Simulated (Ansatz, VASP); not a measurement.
Te: VASP beside Ansatz

```
Te
1.0
     2.28994    1.32210    1.80786
    -2.28994    1.32210    1.80786
     0.00000   -2.64419    1.80786
Te
1
Cartesian
  0.0000 0.0000 2.7118
```

Alike in both runs: task single point; functional PBEsol; k mesh 15 × 15 × 15; occupations gaussian, width 0.15 eV; no spin polarisation.

```csv
,VASP,Ansatz
version,VASP 6.6.1,Ansatz 0.2.0
potentials or method,"VASP PAW PBE potentials, release 64 (Te), cutoff 520 eV","scalar-relativistic, plane waves, PAW"
valence electrons in the cell,6,16
```

```tsv
	VASP	Ansatz	Ansatz less VASP
gap on the k mesh at the Fermi level (eV)	none	none	-
pressure (GPa)	-2.7	-2.7	-0.02
traceless stress, the component that is largest in VASP (GPa)	0.16	0.16	+0.004
```

VASP's potentials were made for PBE, not for PBEsol. A gap of «none» marks a metal or a gap that the smearing closes. VASP's potentials hold 6 valence electrons a cell and Ansatz's 16, so a difference there can come from the potentials and not from the codes.

Spin-orbit coupling is off throughout.
